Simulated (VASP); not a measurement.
A run of VASP 6.6.1:

Contents of INCAR:

```
PREC = Accurate
ENCUT = 520
EDIFF = 1E-6
ISMEAR = 0
SIGMA = 0.02
LREAL = Auto
LASPH = True
NELM = 100
ALGO = Normal
ISIF = 2
LWAVE = False
LCHARG = False
GGA = PE
NBANDS = 46
```

KPOINTS

```
regular mesh
0
Gamma
  12 12 2
```

The input POSCAR:

```
C
1.0
    2.4434557503      0.0000000000      0.0000000000
   -1.2217278752      2.1160947528      0.0000000000
    0.0000000000      0.0000000000     16.0438030327
C
16
Direct
    0.0000000000      0.0000000000      0.0466975868
    0.0000000000      0.0000000000      0.5466975868
    0.0000000000      0.0000000000      0.4533024132
    0.0000000000      0.0000000000      0.9533024132
    0.3333333333      0.6666666667      0.0778868284
    0.6666666667      0.3333333333      0.5778868284
    0.3333333333      0.6666666667      0.4221131716
    0.6666666667      0.3333333333      0.9221131716
    0.3333333333      0.6666666667      0.1712198552
    0.6666666667      0.3333333333      0.6712198552
    0.3333333333      0.6666666667      0.3287801448
    0.6666666667      0.3333333333      0.8287801448
    0.3333333333      0.6666666667      0.7973529885
    0.6666666667      0.3333333333      0.2973529885
    0.3333333333      0.6666666667      0.7026470115
    0.6666666667      0.3333333333      0.2026470115
```

Potentials or basis: VASP PAW PBE potentials, release 64 (C).

Run with:

```console
$ cat potpaw_PBE.64/C/POTCAR > POTCAR
$ mpirun -np 1 vasp_std > vasp.out
```

Hardware: 1 thread of Intel(R) Xeon(R) 6975P-C (Granite Rapids), on a shared host.

How long does it take, and how much memory?

Wall time 91 s on 1 thread of Intel(R) Xeon(R) 6975P-C (Granite Rapids), with other jobs on the host, peak memory 0.23 GiB. Counts: scf iterations 13, k points 38.
